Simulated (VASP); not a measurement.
Input of a VASP 6.6.1 run:

The input POSCAR:

```
C
1.0
    1.7349148301      0.0000000000      0.0000000000
    0.0000000000      1.7349148301      0.0000000000
    0.0000000000      0.0000000000      1.7349148301
C
1
Direct
    0.0000000000      0.0000000000      0.0000000000
```

INCAR.step1

```
SYSTEM = C
ALGO = Normal
EDIFF = 1E-4
ENCUT = 520
GGA = PE
ISMEAR = -1
LASPH = .True.
LCHARG = .False.
LREAL = .False.
LWAVE = .True.
NBANDS = 8
NELM = 60
PREC = Accurate
SIGMA = 0.05
```

The input INCAR.step2:

```
SYSTEM = C
ALGO = Normal
EDIFF = 1E-7
ENCUT = 520
ISIF = 2
ISMEAR = -1
ISTART = 1
LASPH = .True.
LCHARG = .True.
LELF = .True.
LMIXTAU = .True.
LREAL = .False.
LVHAR = .True.
LWAVE = .False.
METAGGA = R2SCAN
NBANDS = 8
NELM = 60
PREC = Accurate
SIGMA = 0.05
```

The input KPOINTS:

```
k-points
0
Gamma
  11 11 11
  0 0 0
```

Potentials or basis: VASP PAW PBE potentials, release 64 (C).

Run with:

```bash
$ cat potpaw_PBE.64/C/POTCAR > POTCAR
$ cp INCAR.step1 INCAR
$ mpirun -np 1 vasp_std > vasp.out
$ cp INCAR.step2 INCAR
$ mpirun -np 1 vasp_std > vasp.out
```

(1) Estimate the band gap on the k mesh.

(2) What does it give for the pressure?

Answers

(1) zero (band 2 reaches 22.52 eV, above the bottom of band 3 at 10.11 eV).

(2) 20.7 GPa.

Caveat: the PAW data sets were made with another functional, which shifts forces and pressure a little.
